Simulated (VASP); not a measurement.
Write the native input for VASP 6.6.1 that does the following.

```
Task                   : single point
Functional             : r2SCAN
Potentials or basis    : VASP PAW PBE potentials, release 64 (Zn, Ir)
Cutoff                 : 520 eV
k mesh                 : 4 × 4 × 4
Occupations            : gaussian, width 0.1 eV
Spin                   : no spin polarisation
Dipole correction      : no
Further INCAR settings : ALGO = Normal; EDIFF = 1e-06; NBANDS = 39
```

The system is ZnIr2.

```
CELL_PARAMETERS angstrom
0.00000 3.45547 3.45547
3.45547 0.00000 3.45547
3.45547 3.45547 0.00000
ATOMIC_POSITIONS crystal
Zn 0.00000 0.00000 0.00000
Zn 0.25000 0.25000 0.25000
Ir 0.62500 0.62500 0.62500
Ir 0.12500 0.62500 0.62500
Ir 0.62500 0.62500 0.12500
Ir 0.62500 0.12500 0.62500
```

One way to write it, as run:

POSCAR

```
ZnIr2
1.0
    0.0000000000      3.4554697152      3.4554697152
    3.4554697152      0.0000000000      3.4554697152
    3.4554697152      3.4554697152      0.0000000000
Zn Ir
2 4
Direct
    0.0000000000      0.0000000000      0.0000000000
    0.2500000000      0.2500000000      0.2500000000
    0.6250000000      0.6250000000      0.6250000000
    0.1250000000      0.6250000000      0.6250000000
    0.6250000000      0.6250000000      0.1250000000
    0.6250000000      0.1250000000      0.6250000000
```

INCAR.step1

```
ALGO = Normal
EDIFF = 1E-4
ENCUT = 520
GGA = PE
ISMEAR = 0
LASPH = True
LCHARG = False
LREAL = False
LWAVE = True
NBANDS = 39
NELM = 80
PREC = Accurate
SIGMA = 0.1
```

INCAR.step2

```
ALGO = Normal
EDIFF = 1E-6
ENCUT = 520
ISIF = 2
ISMEAR = 0
ISTART = 1
LASPH = True
LCHARG = False
LMIXTAU = True
LREAL = False
LWAVE = False
METAGGA = R2SCAN
NBANDS = 39
NELM = 80
PREC = Accurate
SIGMA = 0.1
```

KPOINTS

```
k-points
0
Gamma
  4 4 4
```

Potentials or basis: VASP PAW PBE potentials, release 64 (Zn, Ir).

Command:

```bash
$ cat potpaw_PBE.64/Zn/POTCAR potpaw_PBE.64/Ir/POTCAR > POTCAR
$ cp INCAR.step1 INCAR
$ mpirun -np 1 vasp_std > vasp.out
$ cp INCAR.step2 INCAR
$ mpirun -np 1 vasp_std > vasp.out
```

It gave:

```
Pressure               : 48.6 GPa
Band gap on the k mesh : zero (bands 30 and 31 overlap by 0.94 eV)
```

Caveat: the k points lie up to 0.39 Å⁻¹ apart, too coarse for converged energies and pressures of a metal; the PAW data sets were made with another functional, which shifts forces and pressure a little; spin-orbit coupling is left out, which moves the levels of the heavy elements.

Wall time 2.4 min on 1 thread of Intel(R) Xeon(R) Platinum 8259CL CPU @ 2.50GHz (Skylake/Cascade Lake), with other jobs on the host, peak memory 0.22 GiB.
